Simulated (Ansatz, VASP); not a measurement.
MoS: VASP beside Ansatz

```
CELL_PARAMETERS angstrom
3.18413 0.00000 0.00000
-1.59206 2.75753 0.00000
0.00000 0.00000 32.33460
ATOMIC_POSITIONS crystal
Mo 0.00000 0.00000 0.23195
Mo 0.00000 0.00000 0.76805
S 0.33333 0.66667 0.27993
S 0.33333 0.66667 0.72007
```

Alike in both runs: task single point; functional PBE; k mesh 10 × 10 × 1; occupations fermi-dirac, width 0.05 eV; no spin polarisation.

|  | VASP | Ansatz |
| --- | --- | --- |
| version | VASP 6.6.1 | Ansatz 0.2.0 |
| potentials or method | VASP PAW PBE potentials, release 64 (Mo_sv, S), cutoff 520 eV | all-electron LAPW, scalar-relativistic |

VASP gave:

```
gap on the k mesh at the Fermi level (eV) : none
rms of the force components (eV/Å)        : 0.499
```

Problem. What did Ansatz give for the same quantities?

Solution. gap on the k mesh at the Fermi level (eV): none; rms of the force components (eV/Å): 0.491.

A gap of «none» marks a metal or a gap that the smearing closes. Ansatz ran all-electron here, and VASP with PAW potentials.
